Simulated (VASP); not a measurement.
Input of a VASP 6.6.1 run:

Contents of INCAR:

```
SYSTEM = V
PREC = Accurate ; ENCUT = 600
EDIFF = 1E-7 ; ISMEAR = 0
SIGMA = 0.1 ; LREAL = .False.
LASPH = .True. ; NELM = 150
ALGO = Normal ; ISIF = 3
LWAVE = .False. ; LCHARG = .False.
ISPIN = 2 ; MAGMOM = 0.24 0.24
LORBIT = 11 ; LMAXMIX = 4
GGA = PS ; IBRION = 2
NSW = 80 ; EDIFFG = -0.05
```

The input KPOINTS:

```
regular mesh
0
Gamma
  12 12 4
  0 0 0
```

The input POSCAR:

```
V
1.0
    2.8123009028      0.0000000000      0.0000000000
   -1.4061504514      2.4355240249      0.0000000000
    0.0000000000      0.0000000000      4.4514859628
V
2
Direct
    0.3333333333      0.6666666667      0.2500000000
    0.6666666667      0.3333333333      0.7500000000
```

Potentials or basis: VASP PAW PBE potentials, release 64 (V_sv).

Run with:

```sh
$ cat potpaw_PBE.64/V_sv/POTCAR > POTCAR
$ mpirun -np 1 vasp_std > vasp.out
```

**Question.** Predict the relaxed volume.

**Answer.** 13.31 Å³/atom.

**Question.** Estimate the relaxed cell.

**Answer.** a = 2.565 Å, b = 2.565 Å, c = 4.673 Å, α = 90.00°, β = 90.00°, γ = 120.00°.

**Question.** Estimate the band gap on the k mesh.

**Answer.** Zero (filled and empty bands overlap).

**Question.** Predict the space group after relaxing (to 0.1 Å).

**Answer.** P6_3/mmc (No. 194).

Final structure:
```
V
1.0
     2.56519    0.00000    0.00000
    -1.28260    2.22152    0.00000
     0.00000    0.00000    4.67279
V
2
Direct
  0.33333 0.66667 0.25000
  0.66667 0.33333 0.75000
```

Caveat: the PAW data sets were made with another functional, which shifts forces and pressure a little.
